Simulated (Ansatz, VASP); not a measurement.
**One calculation of SnO, two programs**

The input INCAR:

```
SYSTEM = SnO
ALGO = Normal
EDIFF = 1E-6
ENCUT = 520
GGA = PS
ISIF = 2
ISMEAR = -1
LASPH = .TRUE.
LCHARG = .TRUE.
LELF = .TRUE.
LREAL = .FALSE.
LVHAR = .TRUE.
LWAVE = .FALSE.
NBANDS = 28
NELM = 60
PREC = Accurate
SIGMA = 0.02
```

The input KPOINTS:

```
k-points
0
G
  6 4 6
  0 0 0
```

The input POSCAR:

```
SnO
1.0
    3.3096615362      0.0000000000      0.0000000000
    0.0000000000      5.5974175183      0.0000000000
    0.0000000000      0.0000000000      4.1649093566
Sn O
2 2
Direct
    0.0000000000      0.2319090000      0.5131440000
    0.5000000000      0.7680910000      0.0131440000
    0.0000000000      0.8912500000      0.7368570000
    0.5000000000      0.1087500000      0.2368570000
```

Input for Ansatz:

```yaml
crystal:
  lattice:
    - [3.309661536175639, 0.0, 0.0]
    - [0.0, 5.597417518322726, 0.0]
    - [0.0, 0.0, 4.164909356584405]
  atoms:
    - { symbol: Sn, position: [0.0, 0.231909, 0.513144] }
    - { symbol: Sn, position: [0.5, 0.768091, 0.013144] }
    - { symbol: O, position: [0.0, 0.89125, 0.736857] }
    - { symbol: O, position: [0.5, 0.10875, 0.236857] }
basis:
  ecutwfc: 517.016338673772
kpoints:
  mp_grid:
    grid: [6, 4, 6]
hamiltonian:
  xc: pbesol
scf:
  occupations:
    method: fermi_dirac
    width: 0.02
output:
  stress: true
```

Alike in both runs: task single point; functional PBEsol; k mesh 6 × 4 × 6; occupations fermi-dirac, width 0.02 eV; no spin polarisation.

|  | VASP | Ansatz |
| --- | --- | --- |
| version | VASP 6.6.1 | Ansatz 0.2.0 |
| potentials or method | VASP PAW PBE potentials, release 64 (Sn_d, O), cutoff 520 eV | plane waves, PAW |
| valence electrons in the cell | 40 | 40 |

Ansatz gave:

```
pressure (GPa)                                                : 0.0
traceless stress, the component that is largest in VASP (GPa) : 0.45
```

**Question.** What did VASP give for the same quantities?

**Answer.** Pressure (GPa): 0.3; traceless stress, the component that is largest in VASP (GPa): 0.47.

VASP's potentials were made for PBE, not for PBEsol.
